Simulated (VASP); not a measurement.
# YRh (Pm-3m) in VASP: notebook

The runs below take YRh through single point, with LDA.

All numbers are computed with VASP 6.6.1; they aren't measurements. Logs are shortened: lines on timing, memory, paths and dates and some standing lists are left out, and cuts for length are marked.

## (1) The cell of the first run

Symmetry: Pm-3m, No. 221, cubic system. The conventional cell has a = 3.351 Å, b = 3.351 Å, c = 3.351 Å, α = 90.00°, β = 90.00°, γ = 90.00°. Y (site symmetry m-3m) has 8 Rh at 2.90 Å and 6 Y at 3.35 Å within 3.8 Å. Rh (site symmetry m-3m) has 8 Y at 2.90 Å and 6 Rh at 3.35 Å within 3.8 Å.

## (2) Single point, LDA

Input file INCAR:

```
SYSTEM = YRh
ALGO = Normal
EDIFF = 1E-6
ENCUT = 520
ISIF = 2
ISMEAR = -1
LASPH = .TRUE.
LCHARG = .FALSE.
LREAL = .FALSE.
LWAVE = .FALSE.
NBANDS = 20
NELM = 60
PREC = Accurate
SIGMA = 0.05
```

Input file KPOINTS:

```
k-points
0
G
  12 12 12
  0 0 0
```

Input file POSCAR:

```
YRh
1.0
    3.3512210747      0.0000000000      0.0000000000
    0.0000000000      3.3512210747      0.0000000000
    0.0000000000      0.0000000000      3.3512210747
Y Rh
1 1
Direct
    0.5000000000      0.5000000000      0.5000000000
    0.0000000000      0.0000000000      0.0000000000
```

Potentials or basis: VASP PAW LDA potentials, release 64 (Y_sv, Rh_pv).

Run with:

```console
> cat potpaw_LDA.64/Y_sv/POTCAR potpaw_LDA.64/Rh_pv/POTCAR > POTCAR
> mpirun -np 1 vasp_std > vasp.out
```

OUTCAR:

```text
SYSTEM = YRh
   EDIFF = 1E-6
   ENCUT = 520
   ISIF = 2
   ISMEAR = -1
   LASPH = .TRUE.
   LREAL = .FALSE.
   NELM = 60
   PREC = Accurate

 ion  position               nearest neighbor table
   1  0.500  0.500  0.500-   2 2.90   2 2.90   2 2.90   2 2.90   2 2.90   2 2.90   2 2.90   2 2.90

   2  0.000  0.000  0.000-   1 2.90   1 2.90   1 2.90   1 2.90   1 2.90   1 2.90   1 2.90   1 2.90

  LATTYP: Found a simple cubic cell.
 ALAT       =     3.3512210747

  Lattice vectors:

 A1 = (   3.3512210747,   0.0000000000,   0.0000000000)
 A2 = (   0.0000000000,   3.3512210747,   0.0000000000)
 A3 = (   0.0000000000,   0.0000000000,   3.3512210747)

Analysis of symmetry for initial positions (statically):
=====================================================================
 Subroutine PRICEL returns:
 Original cell was already a primitive cell.

 Routine SETGRP: Setting up the symmetry group for a
 simple cubic supercell.

 Subroutine GETGRP returns: Found 48 space group operations
 (whereof 48 operations were pure point group operations)
 out of a pool of 48 trial point group operations.

The static configuration has the point symmetry O_h .

Analysis of symmetry for dynamics (positions and initial velocities):
=====================================================================
 Subroutine PRICEL returns:
 Original cell was already a primitive cell.

 Routine SETGRP: Setting up the symmetry group for a
 simple cubic supercell.

 Subroutine GETGRP returns: Found 48 space group operations
 (whereof 48 operations were pure point group operations)
 out of a pool of 48 trial point group operations.

The dynamic configuration has the point symmetry O_h .

 Subroutine INISYM returns: Found 48 space group operations
 (whereof 48 operations are pure point group operations),
 and found     1 'primitive' translations

----------------------------------------------------------------------------------------

                                     Primitive cell

  volume of cell :      37.6365

  direct lattice vectors                    reciprocal lattice vectors
     3.351221075  0.000000000  0.000000000     0.298398696  0.000000000  0.000000000
     0.000000000  3.351221075  0.000000000     0.000000000  0.298398696  0.000000000
     0.000000000  0.000000000  3.351221075     0.000000000  0.000000000  0.298398696

  length of vectors
     3.351221075  3.351221075  3.351221075     0.298398696  0.298398696  0.298398696

  position of ions in fractional coordinates (direct lattice)
     0.500000000  0.500000000  0.500000000
     0.000000000  0.000000000  0.000000000

  ion indices of the primitive-cell ions
   primitive index   ion index
                 1           1
                 2           2

----------------------------------------------------------------------------------------

 KPOINTS: k-points

Automatic generation of k-mesh.
 Grid dimensions read from file:
 generate k-points for:   12   12   12

 Generating k-lattice:

  Cartesian coordinates                     Fractional coordinates (reciprocal lattice)
     0.024866558  0.000000000  0.000000000     0.083333333  0.000000000  0.000000000
     0.000000000  0.024866558  0.000000000     0.000000000  0.083333333  0.000000000
     0.000000000  0.000000000  0.024866558     0.000000000  0.000000000  0.083333333

  Length of vectors
     0.024866558  0.024866558  0.024866558

  Shift w.r.t. Gamma in fractional coordinates (k-lattice)
     0.000000000  0.000000000  0.000000000

 Subroutine IBZKPT returns following result:
 ===========================================

 Found     84 irreducible k-points:

 Following reciprocal coordinates:
            Coordinates               Weight
  0.000000  0.000000  0.000000      1.000000
  0.083333  0.000000  0.000000      6.000000
  0.166667  0.000000  0.000000      6.000000
  0.250000  0.000000  0.000000      6.000000
  0.333333  0.000000  0.000000      6.000000
  0.416667  0.000000  0.000000      6.000000
[... 16 lines left out ...]
  0.333333  0.333333  0.000000     12.000000
  0.416667  0.333333  0.000000     24.000000
 [... further k-points ...]
   k-points           NKPTS =     84   k-points in BZ     NKDIM =     84   number of bands    NBANDS=     20
   number of dos      NEDOS =    301   number of ions     NIONS =      2
   total plane-waves  NPLWV =  21952
   dimension x,y,z NGX =    28 NGY =   28 NGZ =   28
   dimension x,y,z NGXF=    56 NGYF=   56 NGZF=   56
   ions per type =               1   1
   NGX,Y,Z   is equivalent  to a cutoff of  13.89, 13.89, 13.89 a.u.
   NGXF,Y,Z  is equivalent  to a cutoff of  27.78, 27.78, 27.78 a.u.
 SYSTEM =  YRh
   PREC   = accura    normal or accurate (medium, high low for compatibility)
   ISTART =      0    job   : 0-new  1-cont  2-samecut
   ICHARG =      2    charge: 1-file 2-atom 10-const
   ISPIN  =      1    spin polarized calculation?
   LNONCOLLINEAR =      F non collinear calculations
   LSORBIT =      F    spin-orbit coupling
   LASPH  =      T    aspherical Exc in radial PAW
   ENCUT  =  520.0 eV  38.22 Ry    6.18 a.u.   6.23  6.23  6.23*2*pi/ulx,y,z
   NELM   =     60;   NELMIN=  2; NELMDL= -5     # of ELM steps
   EDIFF  = 0.1E-05   stopping-criterion for ELM
   LREAL  =      F    real-space projection
   EDIFFG = 0.1E-04   stopping-criterion for IOM
   NSW    =      0    number of steps for IOM
   IBRION =     -1    ionic relax: 0-MD 1-quasi-New 2-CG
   NFREE  =      0    steps in history (QN), initial steepest desc. (CG)
   ISIF   =      2    stress and relaxation
   ISYM   =      2    0-nonsym 1-usesym 2-fastsym
   POTIM  = 0.5000    time-step for ionic-motion
   TEBEG  =    0.0;   TEEND  =   0.0 temperature during run
   PSTRESS=    0.0 pullay stress
   NELECT =      26.0000    total number of electrons
   NUPDOWN=      -1.0000    fix difference up-down
   EMIN   =  10.00;   EMAX   =-10.00  energy-range for DOS
   EFERMI =   0.00;   METHOD = LEGACY
   ISMEAR =    -1;   SIGMA  =   0.05  broadening in eV -4-tet -1-fermi 0-gaus
   EFERMI_NEDOS =   21; number of points for ismear=-14 and -15
   IALGO  =     38    algorithm
   IMIX   =      4    mixing-type and parameters
     AMIX     =   0.40;   BMIX     =  1.00
     AMIX_MAG =   1.60;   BMIX_MAG =  1.00
  volume/ion in A,a.u.               =      18.82       126.99
  Fermi-wavevector in a.u.,A,eV,Ry     =   1.447203  2.734818 28.496005  2.094397
  Thomas-Fermi vector in A             =   2.565185
   LORBIT       =      0    0 simple, 1 ext, 2 COOP (PROOUT), +10 PAW based schemes
   GGA     = CA    functional components
   LHFCALC =     F    Hartree Fock is set to
   AEXX    =    0.0000 exact exchange contribution
   IVDW    =     0    specifies the selected vdW correction
   LEPSILON=     F    determine dielectric tensor
   LRPA    =     F    only Hartree local field effects (RPA)
 non-spin polarized calculation
  energy-cutoff  :      520.00
  volume of cell :       37.64
 maximum number of plane-waves:      1064
 NGX is ok and might be reduce to    28
   NGX = 13   NGY = 13   NGZ = 13

 number of electron      26.0000004 magnetization

 Free energy of the ion-electron system (eV)
  ---------------------------------------------------
  ext. energy  EPLUGINS =         0.00000000
  ---------------------------------------------------
  free energy    TOTEN  =       -17.29329222 eV

  energy without entropy =      -17.28301059  energy(sigma->0) =      -17.28815141

 E-fermi :   7.0338     XC(G=0): -12.2259

 val. band max:        7.0213005447   @ k =   0.5000   0.4167   0.4167
 cond. band min:       7.0443218855   @ k =   0.5000   0.3333   0.1667
 fundamental gap:      0.0230213408
 Fermi energy:         7.0337708966

 k-point     1 :       0.0000    0.0000    0.0000
  band No.  band energies     occupation
      1     -38.7854      2.00000
      2     -38.7854      2.00000
      3     -38.7854      2.00000
      4     -34.7819      2.00000
      5     -14.6914      2.00000
      6     -14.6914      2.00000
[... 12 lines left out ...]
     19      15.3033      0.00000
     20      15.3033      0.00000

 k-point     2 :       0.0833    0.0000    0.0000
  band No.  band energies     occupation
      1     -38.7887      2.00000
      2     -38.7851      2.00000
      3     -38.7851      2.00000
      4     -34.7770      2.00000
      5     -14.7392      2.00000
      6     -14.6892      2.00000
[... 12 lines left out ...]
     19      14.9175      0.00000
     20      16.0519      0.00000

 k-point     3 :       0.1667    0.0000    0.0000
  band No.  band energies     occupation
      1     -38.7977      2.00000
      2     -38.7844      2.00000
      3     -38.7844      2.00000
      4     -34.7637      2.00000
      5     -14.8673      2.00000
      6     -14.6830      2.00000
[... 12 lines left out ...]
     19      14.0939      0.00000
     20      17.4111      0.00000

 k-point     4 :       0.2500    0.0000    0.0000
  band No.  band energies     occupation
      1     -38.8099      2.00000
      2     -38.7835      2.00000
      3     -38.7835      2.00000
      4     -34.7456      2.00000
      5     -15.0371      2.00000
      6     -14.6746      2.00000
[... 12 lines left out ...]
     19      13.4629      0.00000
     20      18.9037      0.00000

 k-point     5 :       0.3333    0.0000    0.0000
  band No.  band energies     occupation
      1     -38.8221      2.00000
      2     -38.7825      2.00000
      3     -38.7825      2.00000
      4     -34.7274      2.00000
      5     -15.2013      2.00000
      6     -14.6661      2.00000
[... 12 lines left out ...]
     19      13.4905      0.00000
     20      20.4645      0.00000
[... 353 lines left out ...]
      6     -14.9525      2.00000
[... 12 lines left out ...]
     19      14.1577      0.00000
     20      18.2676      0.00000

 k-point    22 :       0.5000    0.2500    0.0000
  band No.  band energies     occupation
      1     -38.8274      2.00000
      2     -38.8011      2.00000
      3     -38.7800      2.00000
      4     -34.6917      2.00000
      5     -15.2912      2.00000
      6     -14.9470      2.00000
[... 12 lines left out ...]
     19      14.2517      0.00000
     20      18.5592      0.00000

 k-point    23 :       0.3333    0.3333    0.0000
  band No.  band energies     occupation
      1     -38.8155      2.00000
      2     -38.8118      2.00000
      3     -38.7800      2.00000
      4     -34.6941      2.00000
      5     -15.1342      2.00000
      6     -15.0955      2.00000
[... 12 lines left out ...]
     19      14.0598      0.00000
     20      17.6979      0.00000

 k-point    24 :       0.4167    0.3333    0.0000
  band No.  band energies     occupation
      1     -38.8213      2.00000
      2     -38.8115      2.00000
      3     -38.7794      2.00000
      4     -34.6859      2.00000
      5     -15.2197      2.00000
      6     -15.0926      2.00000
[... 12 lines left out ...]
     19      14.0141      0.00000
     20      17.8724      0.00000

 [... further k-points ...]

------------------------ aborting loop because EDIFF is reached ----------------------------------------

  FORCE on cell =-STRESS in cart. coord.  units (eV):
  Direction    XX          YY          ZZ          XY          YZ          ZX
  --------------------------------------------------------------------------------------
  -------------------------------------------------------------------------------------
  Total        0.0293692      0.0293692      0.0293692      0.0000000      0.0000000      0.0000000
  in kB        1.2502422      1.2502422      1.2502422      0.0000000      0.0000000      0.0000000
  external PRESSURE =       1.2502422 kB  Pullay stress =       0.0000000 kB

 VOLUME and BASIS-vectors are now :
 -----------------------------------------------------------------------------
  energy-cutoff  :      520.00
  volume of cell :       37.64
      direct lattice vectors                 reciprocal lattice vectors
     3.351221075  0.000000000  0.000000000     0.298398696  0.000000000  0.000000000
     0.000000000  3.351221075  0.000000000     0.000000000  0.298398696  0.000000000
     0.000000000  0.000000000  3.351221075     0.000000000  0.000000000  0.298398696

 POSITION                                       TOTAL-FORCE (eV/Angst)
 -----------------------------------------------------------------------------------
      1.67561      1.67561      1.67561         0.000000      0.000000      0.000000
      0.00000      0.00000      0.00000         0.000000      0.000000      0.000000
 -----------------------------------------------------------------------------------
    total drift:                               -0.000000      0.000000      0.000000

  FREE ENERGIE OF THE ION-ELECTRON SYSTEM (eV)
  ---------------------------------------------------
  free  energy   TOTEN  =       -17.2932922239 eV

  energy  without entropy=      -17.2830105877  energy(sigma->0) =      -17.28815141
```

Run time: 95 s. Hardware: 1 thread of Intel Xeon 8259CL, shared host; peak memory 0.21 GiB.

Results:

- Free energy: -17.2933 eV
- Pressure: 0.1 GPa
- Band gap on the k mesh: zero (bands 13 and 14 overlap by 0.92 eV)

Levels at points of the mesh, in eV from the Fermi level:
```tsv
k point	band 10	band 11	band 12	band 13	band 14	band 15	band 16	band 17
(0.00, 0.00, 0.00)	-4.20	-1.78	-1.78	-1.78	2.27	2.27	6.19	6.19
(0.50, 0.00, 0.00)	-2.54	-1.90	-1.90	-1.41	0.26	0.52	2.34	2.34
(0.50, 0.50, 0.00)	-2.82	-2.82	-0.72	0.24	2.01	2.01	3.01	5.65
(0.50, 0.50, 0.50)	-2.50	-1.14	-1.14	-1.14	-0.67	-0.67	5.17	7.16
```

## (3) Single point, LDA

Input file INCAR:

```
SYSTEM = YRh
PREC     = Accurate       ! precision mode
ENCUT    = 520            ! plane-wave cutoff, eV
EDIFF    = 1E-6           ! SCF threshold, eV
ISMEAR   = -1             ! smearing method
SIGMA    = 0.05           ! smearing width, eV
LREAL    = .FALSE.        ! projectors in reciprocal space
LASPH    = .TRUE.         ! aspherical terms in the spheres
NELM     = 80             ! most SCF steps
ALGO     = Normal         ! electronic algorithm
ISIF     = 2              ! what is computed and relaxed
LWAVE    = .FALSE.        ! write WAVECAR
LCHARG   = .FALSE.        ! write CHGCAR
GGA      = CA             ! functional
NBANDS   = 20             ! bands
```

Input file KPOINTS:

```
Automatic mesh
0
G
  12 12 12
  0 0 0
```

POSCAR is that of step 2.

Potentials or basis: VASP PAW LDA potentials, release 64 (Y_sv, Rh_pv).

Run with:

```console
> cat potpaw_LDA.64/Y_sv/POTCAR potpaw_LDA.64/Rh_pv/POTCAR > POTCAR
> mpirun -np 1 vasp_std > vasp.out
```

OUTCAR:

```text
SYSTEM = YRh
   PREC = Accurate
   ENCUT = 520
   EDIFF = 1E-6
   ISMEAR = -1
   LREAL = .FALSE.
   LASPH = .TRUE.
   NELM = 80
   ISIF = 2
   GGA = CA

 ion  position               nearest neighbor table
   1  0.500  0.500  0.500-   2 2.90   2 2.90   2 2.90   2 2.90   2 2.90   2 2.90   2 2.90   2 2.90

   2  0.000  0.000  0.000-   1 2.90   1 2.90   1 2.90   1 2.90   1 2.90   1 2.90   1 2.90   1 2.90

  LATTYP: Found a simple cubic cell.
 ALAT       =     3.3512210747

[... 740 lines left out ...]

------------------------ aborting loop because EDIFF is reached ----------------------------------------

  FORCE on cell =-STRESS in cart. coord.  units (eV):
  Direction    XX          YY          ZZ          XY          YZ          ZX
  --------------------------------------------------------------------------------------
  -------------------------------------------------------------------------------------
  Total        0.0293692      0.0293692      0.0293692      0.0000000      0.0000000      0.0000000
  in kB        1.2502422      1.2502422      1.2502422      0.0000000      0.0000000      0.0000000
  external PRESSURE =       1.2502422 kB  Pullay stress =       0.0000000 kB

 VOLUME and BASIS-vectors are now :
 -----------------------------------------------------------------------------
  energy-cutoff  :      520.00
  volume of cell :       37.64
      direct lattice vectors                 reciprocal lattice vectors
     3.351221075  0.000000000  0.000000000     0.298398696  0.000000000  0.000000000
     0.000000000  3.351221075  0.000000000     0.000000000  0.298398696  0.000000000
     0.000000000  0.000000000  3.351221075     0.000000000  0.000000000  0.298398696

 POSITION                                       TOTAL-FORCE (eV/Angst)
 -----------------------------------------------------------------------------------
      1.67561      1.67561      1.67561         0.000000      0.000000      0.000000
      0.00000      0.00000      0.00000         0.000000      0.000000      0.000000
 -----------------------------------------------------------------------------------
    total drift:                               -0.000000      0.000000      0.000000

  FREE ENERGIE OF THE ION-ELECTRON SYSTEM (eV)
  ---------------------------------------------------
  free  energy   TOTEN  =       -17.2932922239 eV

  energy  without entropy=      -17.2830105877  energy(sigma->0) =      -17.28815141
```

It took 84 s on 1 thread of Intel Xeon 8259CL, shared host; peak memory 0.21 GiB.

What came out:

| Quantity | Value |
| --- | --- |
| Free energy | -17.2933 eV |
| Pressure | 0.1 GPa |
| Band gap on the k mesh | zero (bands 13 and 14 overlap by 0.92 eV) |
